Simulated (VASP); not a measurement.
Runs of VASP 6.6.1 on TlCl. It takes space group Pm-3m (No. 221, cubic). Conventional cell: a = 3.794 Å, b = 3.794 Å, c = 3.794 Å, α = 90.00°, β = 90.00°, γ = 90.00°. Tl (site symmetry m-3m) has 8 Cl at 3.29 Å and 6 Tl at 3.79 Å within 4.3 Å. Within 4.3 Å of Cl (site symmetry m-3m) lie 8 Tl at 3.29 Å and 6 Cl at 3.79 Å. 

| level | k mesh | cutoff (eV) | smearing | grid for exact exchange (PRECFOCK) | screening parameter | gap on the mesh (eV) | pressure (GPa) |
| --- | --- | --- | --- | --- | --- | --- | --- |
| PBE+D3(BJ) | 4 × 4 × 4 | 500 | gaussian 0.01 eV | - | - | 1.99 | 0.9 |
| PBE | 4 × 4 × 4 | 500 | methfessel-paxton 0.2 eV | - | - | 1.99 | 2.3 |
| PBE | 4 × 4 × 4 | 500 | gaussian 0.01 eV | - | - | 1.99 | 2.3 |
| HSE06 | 2 × 2 × 2 | 400 | gaussian 0.01 eV | Normal | 0.2079 1/Å | 2.80 | (a) |

Alike in all rows: task single point; potentials or basis VASP PAW PBE potentials, release 64 (Tl_d, Cl); no spin polarisation; cell as given.

Question: Fill in the values left out.

Answer: (a) 4.7.

Caveats: some runs use coarse meshes; spin-orbit coupling is left out, which moves the levels of the heavy elements; the PAW data sets were made with another functional, which shifts forces and pressure a little (some runs).

A k mesh can miss the band edges, and the runs leave out spin-orbit coupling on Tl.
